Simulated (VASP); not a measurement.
# Re (I4/mmm) in VASP: further runs

Runs on Re. Level: r2SCAN. Tasks: single point.

Everything below comes from runs of VASP 6.6.1. Logs are shortened: lines on timing, memory, paths and dates and some standing lists are left out, and cuts for length are marked.

## Step 1: The cell of the first run

Symmetry: I4/mmm, No. 139, tetragonal system. The conventional cell has a = 2.793 Å, b = 2.793 Å, c = 4.009 Å, α = 90.00°, β = 90.00°, γ = 90.00°. Re (site symmetry 4/mmm) has 12 Re at 2.79 to 2.81 Å within 3.7 Å.

This isn't the form of Re at room conditions, which is hcp.

## Step 2: Single point, r2SCAN (strain +0.0150 x Voigt [0, 1, 0, 0, 0, 0])

POSCAR

```
Re
1.0
    0.0000000000      2.0046250000      1.9750000000
    1.9750000000      0.0000000000      1.9750000000
    1.9750000000      2.0046250000      0.0000000000
Re
1
Direct
    0.0000000000      0.0000000000      0.0000000000
```

INCAR.step1

```
PREC = Accurate ; ENCUT = 520
ISMEAR = 0 ; SIGMA = 0.15
LREAL = False ; LASPH = True
NELM = 80 ; NBANDS = 10
GGA = PE ; ALGO = Normal
EDIFF = 1E-4 ; LWAVE = True
LCHARG = False
```

INCAR.step2

```
PREC = Accurate ; ENCUT = 520
EDIFF = 1E-6 ; ISMEAR = 0
SIGMA = 0.15 ; LREAL = False
LASPH = True ; NELM = 80
ALGO = Normal ; ISIF = 2
LWAVE = False ; LCHARG = False
METAGGA = R2SCAN ; LMIXTAU = True
NBANDS = 10 ; ISTART = 1
```

KPOINTS

```
Automatic mesh
0
Gamma
  20 20 20
```

Potentials or basis: VASP PAW PBE potentials, release 64 (Re).

Command:

```bash
$ cat potpaw_PBE.64/Re/POTCAR > POTCAR
$ cp INCAR.step1 INCAR
$ mpirun -np 1 vasp_std > vasp.out
$ cp INCAR.step2 INCAR
$ mpirun -np 1 vasp_std > vasp.out
```

OUTCAR:

```text
PREC = Accurate
   ENCUT = 520
   EDIFF = 1E-6
   ISMEAR = 0
   LREAL = False
   LASPH = True
   NELM = 80
   ISIF = 2
   METAGGA = R2SCAN
   ISTART = 1

 ion  position               nearest neighbor table
   1  0.000  0.000  0.000-

  LATTYP: Found a body centered tetragonal cell.
 ALAT       =     2.7930717857
 C/A-ratio  =     1.4354267658

  Lattice vectors:

 A1 = (   0.0000000000,  -2.0046250000,   1.9750000000)
 A2 = (   0.0000000000,  -2.0046250000,  -1.9750000000)
 A3 = (   1.9750000000,   2.0046250000,   0.0000000000)

Analysis of symmetry for initial positions (statically):
=====================================================================
 Subroutine PRICEL returns:
 Original cell was already a primitive cell.

 Routine SETGRP: Setting up the symmetry group for a
 body centered tetragonal supercell.

 Subroutine GETGRP returns: Found 16 space group operations
 (whereof 16 operations were pure point group operations)
 out of a pool of 16 trial point group operations.

The static configuration has the point symmetry D_4h.

Analysis of symmetry for dynamics (positions and initial velocities):
=====================================================================
 Subroutine PRICEL returns:
 Original cell was already a primitive cell.

 Routine SETGRP: Setting up the symmetry group for a
 body centered tetragonal supercell.

 Subroutine GETGRP returns: Found 16 space group operations
 (whereof 16 operations were pure point group operations)
 out of a pool of 16 trial point group operations.

The dynamic configuration has the point symmetry D_4h.

 Subroutine INISYM returns: Found 16 space group operations
 (whereof 16 operations are pure point group operations),
 and found     1 'primitive' translations

----------------------------------------------------------------------------------------

                                     Primitive cell

  volume of cell :      15.6386

  direct lattice vectors                    reciprocal lattice vectors
     0.000000000  2.004625000  1.975000000    -0.253164557  0.249423209  0.253164557
     1.975000000  0.000000000  1.975000000     0.253164557 -0.249423209  0.253164557
     1.975000000  2.004625000  0.000000000     0.253164557  0.249423209 -0.253164557

  length of vectors
     2.814097793  2.793071786  2.814097793     0.436344500  0.436344500  0.436344500

[... 77 lines left out ...]
   NELM   =     80;   NELMIN=  2; NELMDL=  0     # of ELM steps
   EDIFF  = 0.1E-05   stopping-criterion for ELM
   LREAL  =      F    real-space projection
   EDIFFG = 0.1E-04   stopping-criterion for IOM
   NSW    =      0    number of steps for IOM
   IBRION =     -1    ionic relax: 0-MD 1-quasi-New 2-CG
   NFREE  =      0    steps in history (QN), initial steepest desc. (CG)
   ISIF   =      2    stress and relaxation
   ISYM   =      2    0-nonsym 1-usesym 2-fastsym
   POTIM  = 0.5000    time-step for ionic-motion
   TEBEG  =    0.0;   TEEND  =   0.0 temperature during run
   PSTRESS=    0.0 pullay stress
   NELECT =       7.0000    total number of electrons
   NUPDOWN=      -1.0000    fix difference up-down
   EMIN   =  10.00;   EMAX   =-10.00  energy-range for DOS
   EFERMI =   0.00;   METHOD = LEGACY
   ISMEAR =     0;   SIGMA  =   0.15  broadening in eV -4-tet -1-fermi 0-gaus
   EFERMI_NEDOS =   21; number of points for ismear=-14 and -15
   IALGO  =     38    algorithm
   IMIX   =      4    mixing-type and parameters
     AMIX     =   0.40;   BMIX     =  1.00
     AMIX_MAG =   1.60;   BMIX_MAG =  1.00
  volume/ion in A,a.u.               =      15.64       105.53
  Fermi-wavevector in a.u.,A,eV,Ry     =   1.252300  2.366504 21.337410  1.568255
  Thomas-Fermi vector in A             =   2.386207
   LORBIT       =      0    0 simple, 1 ext, 2 COOP (PROOUT), +10 PAW based schemes
   METAGGA = R2SCAN    functional components
   LHFCALC =     F    Hartree Fock is set to
   AEXX    =    0.0000 exact exchange contribution
   IVDW    =     0    specifies the selected vdW correction
   LEPSILON=     F    determine dielectric tensor
   LRPA    =     F    only Hartree local field effects (RPA)
 non-spin polarized calculation
 Gauss-broadening in eV      SIGMA  =   0.15
  energy-cutoff  :      520.00
  volume of cell :       15.64
 maximum number of plane-waves:       444
 NGX is ok and might be reduce to    24
   NGX = 11   NGY = 11   NGZ = 11

 number of electron       7.0000000 magnetization

 Free energy of the ion-electron system (eV)
  ---------------------------------------------------
  ext. energy  EPLUGINS =         0.00000000
  ---------------------------------------------------
  free energy    TOTEN  =       -52.33604391 eV

  energy without entropy =      -52.32691160  energy(sigma->0) =      -52.33147775

 E-fermi :   7.2664     XC(G=0): -14.6174

 val. band max:        7.2655232511   @ k =   0.3000  -0.4500   0.2500
 cond. band min:       7.2722956371   @ k =   0.3000  -0.3500   0.1500
 fundamental gap:      0.0067723860
 Fermi energy:         7.2664107093

 k-point     1 :       0.0000    0.0000    0.0000
  band No.  band energies     occupation
      1      -2.9712      2.00000
      2       5.2331      2.00000
      3       5.4527      2.00000
      4       5.4527      2.00000
      5       8.3461      0.00000
      6       8.6358      0.00000
      7      21.6935      0.00000
      8      27.0989      0.00000
      9      27.6116      0.00000
     10      27.6116      0.00000
[... 287 lines left out ...]
 k-point    24 :      -0.3500    0.0500   -0.0000
  band No.  band energies     occupation
      1       0.4318      2.00000
      2       5.3615      2.00000
      3       5.4675      2.00000
      4       5.5902      2.00000
      5       9.5678      0.00000
      6      10.3919      0.00000
      7      19.0241      0.00000
      8      22.7771      0.00000
      9      28.7584      0.00000
     10      30.3329      0.00000

 [... further k-points ...]
[... 5 lines left out ...]
  --------------------------------------------------------------------------------------
  -------------------------------------------------------------------------------------
  Total       -1.8528887     -2.2301202     -1.8528887      0.0000000      0.0000000      0.0000000
  in kB     -189.8290026   -228.4764861   -189.8290026      0.0000000      0.0000000      0.0000000
  external PRESSURE =    -202.7114971 kB  Pullay stress =       0.0000000 kB

 VOLUME and BASIS-vectors are now :
 -----------------------------------------------------------------------------
  energy-cutoff  :      520.00
  volume of cell :       15.64
      direct lattice vectors                 reciprocal lattice vectors
     0.000000000  2.004625000  1.975000000    -0.253164557  0.249423209  0.253164557
     1.975000000  0.000000000  1.975000000     0.253164557 -0.249423209  0.253164557
     1.975000000  2.004625000  0.000000000     0.253164557  0.249423209 -0.253164557

 POSITION                                       TOTAL-FORCE (eV/Angst)
 -----------------------------------------------------------------------------------
      0.00000      0.00000      0.00000         0.000000     -0.000000      0.000000
 -----------------------------------------------------------------------------------
    total drift:                               -0.000000      0.000000      0.000000

  FREE ENERGIE OF THE ION-ELECTRON SYSTEM (eV)
  ---------------------------------------------------
  free  energy   TOTEN  =       -52.3360439055 eV

  energy  without entropy=      -52.3269115972  energy(sigma->0) =      -52.33147775
```

OUTCAR.step1:

```text
PREC = Accurate
   ENCUT = 520
   ISMEAR = 0
   LREAL = False
   LASPH = True
   NELM = 80
[... 528 lines left out ...]

 POSITION                                       TOTAL-FORCE (eV/Angst)
 -----------------------------------------------------------------------------------
      0.00000      0.00000      0.00000         0.000000      0.000000      0.000000
 -----------------------------------------------------------------------------------
    total drift:                                0.000000     -0.000000      0.000000

  FREE ENERGIE OF THE ION-ELECTRON SYSTEM (eV)
  ---------------------------------------------------
  free  energy   TOTEN  =       -12.3355612807 eV

  energy  without entropy=      -12.3254641836  energy(sigma->0) =      -12.33051273
```

Run time: 9.8 min. Hardware: 1 thread of Oxide Virtual Turin-like, shared host; peak memory 0.2 GiB.

Results:

* Free energy: -52.3360 eV
* Pressure: -20.3 GPa
* Band gap on the k mesh: zero (an odd number of electrons rules out a gap without spin polarisation)

Caveat: the cell differs from its parent crystal (strain +0.0150 x Voigt [0, 1, 0, 0, 0, 0]); the cell stands under tension; the PAW data sets were made with another functional, which shifts forces and pressure a little; spin-orbit coupling is left out, which moves the levels of the heavy elements.

## Step 3: Single point, r2SCAN (strain +0.0175 x Voigt [0, 1, 0, 0, 0, 0])

POSCAR

```
Re
1.0
    0.0000000000      2.0095625000      1.9750000000
    1.9750000000      0.0000000000      1.9750000000
    1.9750000000      2.0095625000      0.0000000000
Re
1
Direct
    0.0000000000      0.0000000000      0.0000000000
```

INCAR.step1

```
SYSTEM = Re
ALGO = Normal
EDIFF = 1E-4
ENCUT = 520
GGA = PE
ISMEAR = 0
LASPH = .TRUE.
LCHARG = .FALSE.
LREAL = .FALSE.
LWAVE = .TRUE.
NBANDS = 10
NELM = 100
PREC = Accurate
SIGMA = 0.15
```

INCAR.step2

```
SYSTEM = Re
ALGO = Normal
EDIFF = 1E-7
ENCUT = 520
ISIF = 2
ISMEAR = 0
ISTART = 1
LASPH = .TRUE.
LCHARG = .FALSE.
LMIXTAU = .TRUE.
LREAL = .FALSE.
LWAVE = .FALSE.
METAGGA = R2SCAN
NBANDS = 10
NELM = 100
PREC = Accurate
SIGMA = 0.15
```

KPOINTS

```
k-points
0
G
  20 20 20
  0 0 0
```

Potentials or basis: VASP PAW PBE potentials, release 64 (Re).

Command:

```bash
$ cat potpaw_PBE.64/Re/POTCAR > POTCAR
$ cp INCAR.step1 INCAR
$ mpirun -np 1 vasp_std > vasp.out
$ cp INCAR.step2 INCAR
$ mpirun -np 1 vasp_std > vasp.out
```

It took 13 min on 1 thread of Oxide Virtual Turin-like, shared host; peak memory 0.2 GiB.

The run converged. Its results:

```yaml
Free_energy: -52.3304 eV
Pressure: -21.0 GPa
Band_gap_on_the_k_mesh: zero (an odd number of electrons rules out a gap without spin polarisation)
```

Stress tensor (GPa, compression positive):
```
-19.50   0.00   0.00
  0.00 -23.98   0.00
  0.00   0.00 -19.50
```

Levels at points of the mesh, in eV from the Fermi level:
| k point | band 1 | band 2 | band 3 | band 4 | band 5 | band 6 | band 7 |
| --- | --- | --- | --- | --- | --- | --- | --- |
| (0.00, 0.00, 0.00) | -10.22 | -2.05 | -1.79 | -1.79 | 1.05 | 1.39 | 14.43 |
| (0.50, 0.00, 0.00) | -6.79 | -2.15 | -1.88 | -0.02 | 3.48 | 3.62 | 9.52 |
| (0.50, 0.50, 0.00) | -6.58 | -5.80 | 2.65 | 3.54 | 4.08 | 4.32 | 12.12 |
| (0.50, 0.00, 0.50) | -6.60 | -5.78 | 2.28 | 3.58 | 4.19 | 4.19 | 12.29 |

Caveat: the cell differs from its parent crystal (strain +0.0175 x Voigt [0, 1, 0, 0, 0, 0]); the cell stands under tension; the PAW data sets were made with another functional, which shifts forces and pressure a little; spin-orbit coupling is left out, which moves the levels of the heavy elements.
